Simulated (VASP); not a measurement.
## TaN: single point with PBE

TaN:

```
CELL_PARAMETERS angstrom
5.15020 0.00000 0.00000
-2.57510 4.46020 0.00000
0.00000 0.00000 2.88848
ATOMIC_POSITIONS crystal
Ta 0.00000 0.00000 0.00000
Ta 0.33333 0.66667 0.50000
Ta 0.66667 0.33333 0.50000
N 0.50000 0.00000 0.00000
N 0.50000 0.50000 0.00000
N 0.00000 0.50000 0.00000
```

```yaml
Program: VASP 6.6.1
Task: single point
Functional: PBE
Potentials_or_basis: VASP PAW PBE potentials, release 64 (Ta_pv, N)
Cutoff: 520 eV
k_mesh: 5 × 5 × 8
Occupations: fermi-dirac, width 0.03 eV
Spin: no spin polarisation
```

```
Pressure               : 18.5 GPa
Band gap on the k mesh : zero (bands 24 and 25 overlap by 2.20 eV)
```

Stress tensor (GPa, compression positive):
```
17.24  0.00  0.00
 0.00 17.24  0.00
 0.00  0.00 21.15
```

Levels at points of the mesh, in eV from the Fermi level:
```tsv
k point	band 22	band 23	band 24	band 25	band 26	band 27
(0.00, 0.00, 0.00)	-2.60	-2.13	-1.31	-1.31	0.81	0.81
(0.00, 0.00, 0.50)	-3.20	-2.01	0.90	0.90	1.48	1.86
```

Run time: 67 s on 1 thread of Intel(R) Xeon(R) Platinum 8488C (Sapphire Rapids) (shared host), peak memory 0.2 GiB.

Caveat: the cell stands under pressure; spin-orbit coupling is left out, which moves the levels of the heavy elements.
